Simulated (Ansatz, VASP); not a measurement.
# Two plane-wave programs on Si3Te

```xyz
4
Lattice="5.7761 0.0000 0.0000 -2.8881 5.0023 0.0000 0.0000 0.0000 2.7726" Properties=species:S:1:pos:R:3 pbc="T T T"
Si    2.8881    0.0000    1.3863
Si   -1.4440    2.5011    1.3863
Si    1.4440    2.5011    1.3863
Te    0.0000    0.0000    1.3863
```

Alike in both runs: functional PBE; k mesh 6 × 6 × 4; occupations gaussian, width 0.1 eV; no spin polarisation.

Ansatz relaxed the structure, and its values are those at the end. VASP's run is a single point on that final structure, the one shown.

```csv
,VASP,Ansatz
version,VASP 6.6.1,Ansatz 0.2.0
potentials or method,"VASP PAW PBE potentials, release 64 (Si, Te), cutoff 520 eV","scalar-relativistic, plane waves, PAW"
valence electrons in the cell,18,28
```

VASP gave:

```
gap on the k mesh at the Fermi level (eV) : none
pressure (GPa)                            : 0.1
```

Problem. What did Ansatz give for the same quantities?

Solution. gap on the k mesh at the Fermi level (eV): none; pressure (GPa): 0.0.

A gap of «none» marks a metal or a gap that the smearing closes. VASP's potentials hold 18 valence electrons a cell and Ansatz's 28, so a difference there can come from the potentials and not from the codes.

The k mesh is coarse, so the values compare programs but aren't converged. Spin-orbit coupling is off throughout.
